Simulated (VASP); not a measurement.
# Mg7Fe (P-6m2) in VASP: further runs

The runs below take Mg7Fe through single point, with PBE.

Everything below comes from runs of VASP 6.6.1. Logs are shortened: lines on timing, memory, paths and dates and some standing lists are left out, and cuts for length are marked.

## 1. The cell of the first run

It takes space group P-6m2 (No. 187, hexagonal). Conventional cell: a = 6.005 Å, b = 6.005 Å, c = 4.809 Å, α = 90.00°, β = 90.00°, γ = 120.00°. Fe (site symmetry -6m2) has 12 Mg at 2.91 to 3.00 Å within 3.8 Å. Within 3.9 Å of Mg (site symmetry -6m2) lie 12 Mg at 2.97 to 3.00 Å. Within 3.7 Å of Mg (site symmetry mm2) lie 10 Mg at 2.83 to 3.18 Å and 2 Fe at 2.91 Å. Mg (site symmetry mm2) has 10 Mg at 2.97 to 3.01 Å and 2 Fe at 3.00 Å within 3.9 Å.

## 2. Single point, PBE, collinear spin, ferromagnetic start

INCAR

```
SYSTEM = Mg7Fe
  PREC = Accurate
  ENCUT = 520
  EDIFF = 1E-7
  ISMEAR = -1
  SIGMA = 0.05
  LREAL = .FALSE.
  LASPH = .TRUE.
  NELM = 150
  ALGO = Fast
  ISIF = 2
  LWAVE = .FALSE.
  LCHARG = .TRUE.
  ISPIN = 2
  MAGMOM = 3 0 0 0 0 0 0 0
  LORBIT = 11
  LMAXMIX = 4
  GGA = PE
  LELF = .TRUE.
  LVHAR = .TRUE.
  NBANDS = 25
```

KPOINTS

```
regular mesh
0
G
  5 5 6
  0 0 0
```

POSCAR

```
Mg7Fe
1.0
    6.0050381648      0.0000000000      0.0000000000
   -3.0025190825      5.2005156014      0.0000000000
    0.0000000000      0.0000000000      4.8086833920
Fe Mg
1 7
Direct
    0.0000000000      0.0000000000      0.0000000000
    0.3333333333      0.6666666667      0.5000000000
    0.8431255000      0.6862510000      0.5000000000
    0.8431255000      0.1568745000      0.5000000000
    0.3137490000      0.1568745000      0.5000000000
    0.9992970000      0.4996485000      0.0000000000
    0.5003515000      0.4996485000      0.0000000000
    0.5003515000      0.0007030000      0.0000000000
```

Potentials or basis: VASP PAW PBE potentials, release 64 (Fe, Mg).

Launch:

```bash
cat potpaw_PBE.64/Fe/POTCAR potpaw_PBE.64/Mg/POTCAR > POTCAR
mpirun -np 1 vasp_std > vasp.out
```

OUTCAR:

```text
SYSTEM = Mg7Fe
   PREC = Accurate
   ENCUT = 520
   EDIFF = 1E-7
   ISMEAR = -1
   LREAL = .FALSE.
   LASPH = .TRUE.
   NELM = 150
   ISIF = 2
   ISPIN = 2
   LORBIT = 11
   GGA = PE

 ion  position               nearest neighbor table
   1  0.000  0.000  0.000-   5 2.91   5 2.91   3 2.91   3 2.91   4 2.91   4 2.91   7 3.00   7 3.00
                             8 3.00   8 3.00   6 3.00   6 3.00
   2  0.333  0.667  0.500-   6 2.97   6 2.97   8 2.97   8 2.97   7 2.97   7 2.97   3 3.00   5 3.00
                             4 3.00   4 3.00   3 3.00   5 3.00
   3  0.843  0.686  0.500-   5 2.83   4 2.83   1 2.91   1 2.91   7 2.99   7 2.99   6 2.99   6 2.99
                             2 3.00   2 3.00   5 3.18   4 3.18
   4  0.843  0.157  0.500-   5 2.83   3 2.83   1 2.91   1 2.91   8 2.99   8 2.99   6 2.99   6 2.99
                             2 3.00   2 3.00   5 3.18   3 3.18
   5  0.314  0.157  0.500-   3 2.83   4 2.83   1 2.91   1 2.91   7 2.99   7 2.99   8 2.99   8 2.99
                             2 3.00   2 3.00   3 3.18   4 3.18
   6  0.999  0.500  0.000-   2 2.97   2 2.97   4 2.99   4 2.99   3 2.99   3 2.99   8 3.00   7 3.00
                             1 3.00   1 3.00   8 3.01   7 3.01
   7  0.500  0.500  0.000-   2 2.97   2 2.97   3 2.99   3 2.99   5 2.99   5 2.99   6 3.00   8 3.00
                             1 3.00   1 3.00   6 3.01   8 3.01
   8  0.500  0.001  0.000-   2 2.97   2 2.97   4 2.99   4 2.99   5 2.99   5 2.99   6 3.00   7 3.00
                             1 3.00   1 3.00   6 3.01   7 3.01

  LATTYP: Found a hexagonal cell.
 ALAT       =     6.0050381648
 C/A-ratio  =     0.8007748261

  Lattice vectors:

 A1 = (   6.0050381648,   0.0000000000,   0.0000000000)
 A2 = (  -3.0025190825,   5.2005156014,   0.0000000000)
 A3 = (   0.0000000000,   0.0000000000,   4.8086833920)

Analysis of symmetry for initial positions (statically):
=====================================================================
 Subroutine PRICEL returns:
 Original cell was already a primitive cell.

 Routine SETGRP: Setting up the symmetry group for a
 hexagonal supercell.

 Subroutine GETGRP returns: Found 12 space group operations
 (whereof 12 operations were pure point group operations)
 out of a pool of 24 trial point group operations.

The static configuration has the point symmetry D_3h.

Analysis of symmetry for dynamics (positions and initial velocities):
=====================================================================
 Subroutine PRICEL returns:
 Original cell was already a primitive cell.

 Routine SETGRP: Setting up the symmetry group for a
 hexagonal supercell.

 Subroutine GETGRP returns: Found 12 space group operations
 (whereof 12 operations were pure point group operations)
 out of a pool of 24 trial point group operations.

[... 167 lines left out ...]

  energy without entropy =      -17.47940132  energy(sigma->0) =      -17.49531300

 E-fermi :   3.4308     XC(G=0):  -9.2961

 val. band max:        3.3985165566   @ k =   0.2000   0.0000   0.0000
 cond. band min:       3.4320132561   @ k =   0.2000   0.2000   0.5000
 fundamental gap:      0.0334966995
 Fermi energy:         3.4308084635

 spin component 1

 k-point     1 :       0.0000    0.0000    0.0000
  band No.  band energies     occupation
      1      -4.0508      1.00000
      2       0.5189      1.00000
      3       0.6168      1.00000
      4       0.6168      1.00000
      5       1.2100      1.00000
      6       1.2321      1.00000
[... 509 lines left out ...]
     22       9.1820      0.00000
     23       9.5728      0.00000
 Fermi energy:         3.4308084635

 spin component 2

 k-point     1 :       0.0000    0.0000    0.0000
  band No.  band energies     occupation
      1      -4.0501      1.00000
      2       1.0116      1.00000
      3       1.0876      1.00000
      4       1.0876      1.00000
      5       1.2466      1.00000
      6       1.4385      1.00000
[... 509 lines left out ...]
     22       9.2677      0.00000
     23       9.7038      0.00000
 [bands above 23 left out]

------------------------ aborting loop because EDIFF is reached ----------------------------------------

  FORCE on cell =-STRESS in cart. coord.  units (eV):
  Direction    XX          YY          ZZ          XY          YZ          ZX
  --------------------------------------------------------------------------------------
  -------------------------------------------------------------------------------------
  Total        4.7097092      4.7097092      4.1108934     -0.0000000      0.0000000      0.0000000
  in kB       50.2477150     50.2477150     43.8589711     -0.0000000      0.0000000      0.0000000
  external PRESSURE =      48.1181337 kB  Pullay stress =       0.0000000 kB

 VOLUME and BASIS-vectors are now :
 -----------------------------------------------------------------------------
  energy-cutoff  :      520.00
  volume of cell :      150.17
      direct lattice vectors                 reciprocal lattice vectors
     6.005038165  0.000000000  0.000000000     0.166526835  0.096144313  0.000000000
    -3.002519083  5.200515601  0.000000000     0.000000000  0.192288626  0.000000000
     0.000000000  0.000000000  4.808683392     0.000000000  0.000000000  0.207957131

 POSITION                                       TOTAL-FORCE (eV/Angst)
 -----------------------------------------------------------------------------------
      0.00000      0.00000      0.00000         0.000000     -0.000000     -0.000000
     -0.00000      3.46701      2.40434         0.000000     -0.000000     -0.000000
      3.00252      3.56886      2.40434         0.000000     -0.205081     -0.000000
      4.59198      0.81583      2.40434        -0.177606      0.102541      0.000000
      1.41306      0.81583      2.40434         0.177606      0.102541      0.000000
      4.50061      2.59843      0.00000        -0.010552     -0.006092     -0.000000
      1.50443      2.59843      0.00000         0.010552     -0.006092     -0.000000
      3.00252      0.00366      0.00000        -0.000000      0.012185     -0.000000
 -----------------------------------------------------------------------------------
    total drift:                                0.000000     -0.000000      0.000000

  FREE ENERGIE OF THE ION-ELECTRON SYSTEM (eV)
  ---------------------------------------------------
  free  energy   TOTEN  =       -17.5112246888 eV

  energy  without entropy=      -17.4794013196  energy(sigma->0) =      -17.49531300

 total charge

# of ion       s       p       d       tot
------------------------------------------
    1        0.382   0.274   6.180   6.836
    2        0.227   0.160   0.017   0.404
    3        0.218   0.160   0.018   0.396
    4        0.218   0.160   0.018   0.396
    5        0.218   0.160   0.018   0.396
    6        0.212   0.160   0.017   0.388
    7        0.212   0.160   0.017   0.388
    8        0.212   0.160   0.017   0.388
--------------------------------------------------
tot          1.897   1.394   6.300   9.591

 magnetization (x)

# of ion       s       p       d       tot
------------------------------------------
    1        0.028   0.015   2.439   2.482
    2        0.005   0.012  -0.001   0.016
    3       -0.007  -0.003  -0.001  -0.011
    4       -0.007  -0.003  -0.001  -0.011
    5       -0.007  -0.003  -0.001  -0.011
    6       -0.006  -0.007  -0.001  -0.013
    7       -0.006  -0.007  -0.001  -0.013
    8       -0.006  -0.007  -0.001  -0.013
--------------------------------------------------
tot         -0.004  -0.003   2.433   2.427
```

stdout:

```text
POSCAR found type information on POSCAR FeMg
 POSCAR found :  2 types and       8 ions
 scaLAPACK will be used
 LDA part: xc-table for (Slater+PW92), standard interpolation
 POSCAR, INCAR and KPOINTS ok, starting setup
 FFT: planning ... GRIDC
 FFT: planning ... GRID_SOFT
 FFT: planning ... GRID
 WAVECAR not read
 entering main loop
```

It took 2.3 min on 1 thread of Intel Xeon 6975P-C (Granite Rapids), shared host; peak memory 0.39 GiB.

What came out:

* Free energy: -17.5112 eV
* Pressure: 4.8 GPa
* Largest force: 0.205 eV/Å
* Net moment: 2.31 μB per cell
* Site moments: Fe +2.48; Mg +0.02, -0.01 (each value once) μB
* Valence electrons inside the program's atomic spheres: Fe 6.84; Mg 0.40, 0.39 (each value once)

Forces in eV/Å, atoms in the order of the input:
```
Fe   0.000  0.000  0.000
Mg   0.000  0.000  0.000
Mg   0.000 -0.205  0.000
Mg  -0.178  0.103  0.000
Mg   0.178  0.103  0.000
Mg  -0.011 -0.006  0.000
Mg   0.011 -0.006  0.000
Mg   0.000  0.012  0.000
```

Caveat: the cell stands under pressure.

## 3. Single point, PBE, collinear spin, ferromagnetic start

This run uses another cell than the first one, of 19.17 Å³/atom.

INCAR

```
  PREC = Accurate
  ENCUT = 520
  EDIFF = 1E-6
  ISMEAR = -1
  SIGMA = 0.05
  LREAL = F
  LASPH = T
  NELM = 150
  ALGO = Normal
  ISIF = 2
  LWAVE = F
  LCHARG = F
  ISPIN = 2
  MAGMOM = 3 0 0 0 0 0 0 0
  LORBIT = 11
  LMAXMIX = 4
  GGA = PE
  NBANDS = 25
```

KPOINTS

```
regular mesh
0
Gamma
  5 5 6
```

POSCAR: that of step 2 with these lines changed.

```diff
@@ -2,5 +2,5 @@
 1.0
-    6.0050381648      0.0000000000      0.0000000000
-   -3.0025190825      5.2005156014      0.0000000000
-    0.0000000000      0.0000000000      4.8086833920
+    6.0473285593      0.0000000000      0.0000000000
+   -3.0236642797      5.2371401574      0.0000000000
+    0.0000000000      0.0000000000      4.8425484753
 Fe Mg
```

Potentials or basis: VASP PAW PBE potentials, release 64 (Fe, Mg).

Launch:

```bash
cat potpaw_PBE.64/Fe/POTCAR potpaw_PBE.64/Mg/POTCAR > POTCAR
mpirun -np 1 vasp_std > vasp.out
```

Run time: 1.9 min. Hardware: 1 thread of Intel Xeon 6975P-C (Granite Rapids), shared host; peak memory 0.4 GiB.

It converged, with:

| Item | Value |
| --- | --- |
| Free energy | -17.5945 eV |
| Pressure | 3.6 GPa |
| Largest force | 0.187 eV/Å |
| Net moment | 2.34 μB per cell |
| Site moments | Fe +2.53; Mg +0.01, -0.01 (each value once) μB |
| Valence electrons inside the program's atomic spheres | Fe 6.82; Mg 0.40, 0.39, 0.38 (each value once) |

Forces in eV/Å, atoms in the order of the input:
```
Fe   0.000  0.000  0.000
Mg   0.000  0.000  0.000
Mg   0.000 -0.187  0.000
Mg  -0.162  0.094  0.000
Mg   0.162  0.094  0.000
Mg  -0.008 -0.005  0.000
Mg   0.008 -0.005  0.000
Mg   0.000  0.009  0.000
```

Stress tensor (GPa, compression positive):
```
3.77 0.00 0.00
0.00 3.77 0.00
0.00 0.00 3.19
```

Levels at points of the mesh, in eV from the Fermi level:
Spin up:
```
           k point  band 11  band 12  band 13  band 14  band 15  band 16
(0.00, 0.00, 0.00)    -1.46    -1.19    -1.19    -0.02     3.28     3.39
(0.00, 0.00, 0.50)    -0.93    -0.57    -0.57    -0.17     0.00     0.70
```
Spin down:
```tsv
k point	band 7	band 8	band 9	band 10	band 11	band 12	band 13	band 14
(0.00, 0.00, 0.00)	-1.98	-1.51	-0.98	-0.06	-0.06	0.52	0.52	1.02
(0.00, 0.00, 0.50)	-1.05	-0.94	-0.73	-0.73	-0.64	-0.64	-0.39	-0.13
```

Caveat: the cell stands under pressure.

## 4. Single point, PBE, collinear spin, ferromagnetic start

This run uses another cell than the first one, of 19.57 Å³/atom.

INCAR

```
PREC = Accurate
ENCUT = 520
EDIFF = 1E-6
ISMEAR = -1
SIGMA = 0.05
LREAL = False
LASPH = True
NELM = 150
ALGO = Fast
ISIF = 2
LWAVE = False
LCHARG = False
ISPIN = 2
MAGMOM = 3 0 0 0 0 0 0 0
LORBIT = 11
LMAXMIX = 4
GGA = PE
NBANDS = 25
```

KPOINTS

```
Automatic mesh
0
Gamma
  5 5 6
```

POSCAR: that of step 3 with these lines changed.

```diff
@@ -2,5 +2,5 @@
 1.0
-    6.0473285593      0.0000000000      0.0000000000
-   -3.0236642797      5.2371401574      0.0000000000
-    0.0000000000      0.0000000000      4.8425484753
+    6.0890355915      0.0000000000      0.0000000000
+   -3.0445177958      5.2732595068      0.0000000000
+    0.0000000000      0.0000000000      4.8759464167
 Fe Mg
```

Launch:

```bash
cat potpaw_PBE.64/Fe/POTCAR potpaw_PBE.64/Mg/POTCAR > POTCAR
mpirun -np 1 vasp_std > vasp.out
```

Run time: 1.8 min. Hardware: 1 thread of Intel Xeon 6975P-C (Granite Rapids), shared host; peak memory 0.41 GiB.

Results (log left out):

```yaml
Free_energy: -17.6545 eV
Pressure: 2.4 GPa
Largest_force: 0.170 eV/Å
Net_moment: 2.38 μB per cell
Site_moments: Fe +2.57; Mg +0.01, -0.01 (each value once) μB
Valence_electrons_inside_the_program's_atomic_spheres: Fe 6.79; Mg 0.39, 0.38 (each value once)
```

Forces on the atoms (eV/Å):
```
Fe   0.000  0.000  0.000
Mg   0.000  0.000  0.000
Mg   0.000 -0.170  0.000
Mg  -0.147  0.085  0.000
Mg   0.147  0.085  0.000
Mg  -0.006 -0.003  0.000
Mg   0.006 -0.003  0.000
Mg   0.000  0.006  0.000
```

Stress tensor (GPa, compression positive):
```
2.61 0.00 0.00
0.00 2.61 0.00
0.00 0.00 2.08
```

Levels at points of the mesh, in eV from the Fermi level:
Spin up:
| k point | band 10 | band 11 | band 12 | band 13 | band 14 | band 15 | band 16 | band 17 |
| --- | --- | --- | --- | --- | --- | --- | --- | --- |
| (0.00, 0.00, 0.00) | -1.56 | -1.44 | -1.22 | -1.22 | -0.07 | 3.24 | 3.35 | 3.35 |
| (0.00, 0.00, 0.50) | -1.03 | -0.92 | -0.57 | -0.57 | -0.18 | -0.03 | 0.65 | 0.65 |
Spin down:
| k point | band 6 | band 7 | band 8 | band 9 | band 10 | band 11 | band 12 | band 13 | band 14 | band 15 |
| --- | --- | --- | --- | --- | --- | --- | --- | --- | --- | --- |
| (0.00, 0.00, 0.00) | -1.97 | -1.97 | -1.49 | -0.98 | -0.04 | -0.04 | 0.51 | 0.51 | 0.99 | 3.29 |
| (0.00, 0.00, 0.50) | -1.05 | -1.03 | -0.93 | -0.74 | -0.74 | -0.63 | -0.63 | -0.38 | -0.14 | 0.63 |

(Continued in part 2 of 2.)
